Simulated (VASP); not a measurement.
Here is a VASP 6.6.1 calculation.

Contents of POSCAR:

```
SiC
1.0
    3.0472143290      0.0000000000      0.0000000000
   -1.5236071645      2.6389650197      0.0000000000
    0.0000000000      0.0000000000     14.9556002176
Si C
6 6
Direct
    0.3333333333      0.6666666667      0.8329803521
    0.6666666667      0.3333333333      0.3329803521
    0.6666666667      0.3333333333      0.6664987305
    0.3333333333      0.6666666667      0.1664987305
    0.0000000000      0.0000000000      0.4997152397
    0.0000000000      0.0000000000      0.9997152397
    0.0000000000      0.0000000000      0.8743698193
    0.0000000000      0.0000000000      0.3743698193
    0.3333333333      0.6666666667      0.7080026922
    0.6666666667      0.3333333333      0.2080026922
    0.6666666667      0.3333333333      0.5415341664
    0.3333333333      0.6666666667      0.0415341664
```

INCAR.step1

```
  PREC = Accurate
  ENCUT = 520
  ISMEAR = 0
  SIGMA = 0.01
  LREAL = F
  LASPH = T
  NELM = 80
  NBANDS = 36
  GGA = PE
  ALGO = Normal
  EDIFF = 1E-4
  LWAVE = T
  LCHARG = F
```

Contents of INCAR.step2:

```
  PREC = Accurate
  ENCUT = 520
  EDIFF = 1E-7
  ISMEAR = 0
  SIGMA = 0.01
  LREAL = F
  LASPH = T
  NELM = 80
  ALGO = Normal
  ISIF = 2
  LWAVE = F
  LCHARG = T
  METAGGA = R2SCAN
  LMIXTAU = T
  LELF = T
  LVHAR = T
  NBANDS = 36
  ISTART = 1
```

Contents of KPOINTS:

```
Automatic mesh
0
Gamma
  9 9 2
```

Potentials or basis: VASP PAW PBE potentials, release 64 (Si, C).

The run is started by

```sh
$ cat potpaw_PBE.64/Si/POTCAR potpaw_PBE.64/C/POTCAR > POTCAR
$ cp INCAR.step1 INCAR
$ mpirun -np 1 vasp_std > vasp.out
$ cp INCAR.step2 INCAR
$ mpirun -np 1 vasp_std > vasp.out
```

(1) Estimate the pressure.

(2) Estimate the largest force.

Results:

(1) 7.1 GPa.

(2) 0.006 eV/Å.

Caveat: the PAW data sets were made with another functional, which shifts forces and pressure a little.
